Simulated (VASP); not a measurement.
Input of a VASP 6.6.1 run:

Contents of INCAR:

```
SYSTEM = Sn
ALGO = Fast
EDIFF = 1E-7
ENCUT = 520
GGA = PS
ISIF = 2
ISMEAR = 0
LASPH = .TRUE.
LCHARG = .TRUE.
LELF = .TRUE.
LREAL = .FALSE.
LVHAR = .TRUE.
LWAVE = .FALSE.
NBANDS = 21
NELM = 80
PREC = Accurate
SIGMA = 0.1
```

File KPOINTS:

```
k-points
0
G
  16 16 16
  0 0 0
```

File POSCAR:

```
Sn
1.0
   -2.9188892203      2.9188892203      1.5763088259
    2.9188892203     -2.9188892203      1.5763088259
    2.9188892203      2.9188892203     -1.5763088259
Sn
2
Direct
    0.0000000000      0.0000000000      0.0000000000
    0.7500000000      0.2500000000      0.5000000000
```

Potentials or basis: VASP PAW PBE potentials, release 64 (Sn_d).

Launch:

```sh
$ cat potpaw_PBE.64/Sn_d/POTCAR > POTCAR
$ mpirun -np 1 vasp_std > vasp.out
```

(1) Predict the band gap on the k mesh.

(2) What does it give for the pressure?

Results:

(1) zero (bands 14 and 15 overlap by 4.33 eV).

(2) 0.0 GPa.

Caveat: the PAW data sets were made with another functional, which shifts forces and pressure a little; spin-orbit coupling is left out, which moves the levels of the heavy elements.
